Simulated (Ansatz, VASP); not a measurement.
# HfN: VASP beside Ansatz

```
Hf N
1.0
     0.00000    2.45482    2.45482
     2.45482    0.00000    2.45482
     2.45482    2.45482    0.00000
Hf N
1 1
Direct
  0.00000 0.00000 0.00000
  0.75000 0.75000 0.75000
```

Alike in both runs: task single point; functional BLYP; k mesh 12 × 12 × 12; no spin polarisation.

|  | VASP | Ansatz |
| --- | --- | --- |
| version | VASP 6.6.1 | Ansatz 0.2.0 |
| potentials or method | VASP PAW PBE potentials, release 64 (Hf_pv, N), cutoff 520 eV | plane waves, PAW |
| occupations | fermi-dirac, width 0.1 eV | fermi-dirac |
| valence electrons in the cell | 15 | 31 |

|  | VASP | Ansatz | Ansatz less VASP |
| --- | --- | --- | --- |
| pressure (GPa) | 5.8 | 6.3 | +0.48 |

VASP's potentials were made for PBE, not for BLYP. VASP's potentials hold 15 valence electrons a cell and Ansatz's 31, so a difference there can come from the potentials and not from the codes.

Spin-orbit coupling is off throughout.
